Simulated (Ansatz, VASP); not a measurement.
# Lu in VASP and in Ansatz

Contents of INCAR:

```
  ALGO = Normal
  EDIFF = 1E-6
  ENCUT = 520
  GGA = PE
  ISIF = 2
  ISMEAR = -1
  LASPH = T
  LCHARG = T
  LELF = T
  LREAL = F
  LVHAR = T
  LWAVE = F
  NBANDS = 32
  NELM = 100
  PREC = Accurate
  SIGMA = 0.03
```

File KPOINTS:

```
k-points
0
Gamma
  13 13 8
```

File POSCAR:

```
Lu
1.0
    3.5389076338      0.0000000000      0.0000000000
   -1.7694538169      3.0647839125      0.0000000000
    0.0000000000      0.0000000000      5.6126070450
Lu
2
Direct
    0.3333333333      0.6666666667      0.2500000000
    0.6666666667      0.3333333333      0.7500000000
```

Input for Ansatz:

```yaml
crystal:
  lattice:
    - [3.5389076338, 0.0, 0.0]
    - [-1.7694538169, 3.0647839125, 0.0]
    - [0.0, 0.0, 5.612607045]
  atoms:
    - { symbol: Lu, position: [0.3333333333, 0.6666666667, 0.25] }
    - { symbol: Lu, position: [0.6666666667, 0.3333333333, 0.75] }
kpoints:
  mp_grid: { grid: [13, 13, 8] }
scf:
  occupations: { method: fermi_dirac, width: 0.03 }
hamiltonian:
  xc: pbe
  pseudopotentials: { kind: all_electron, lapw: { basis_error: 0.0005 } }
output:
  forces: true
  stress: true
  eigenvalues: true
```

Change from the starting cell: volume scaled by 1.025.

Alike in both runs: task single point; functional PBE; k mesh 13 × 13 × 8; occupations fermi-dirac, width 0.03 eV; no spin polarisation.

|  | VASP | Ansatz |
| --- | --- | --- |
| version | VASP 6.6.1 | Ansatz 0.2.0 |
| potentials or method | VASP PAW PBE potentials, release 64 (Lu), cutoff 520 eV | all-electron LAPW, scalar-relativistic |

```csv
,VASP,Ansatz,Ansatz less VASP
pressure (GPa),-1.6,-1.9,-0.32
"traceless stress, the component that is largest in VASP (GPa)",-0.65,-0.65,0.000
```

Ansatz ran all-electron here, and VASP with PAW potentials.

Neither program's run includes spin-orbit coupling.
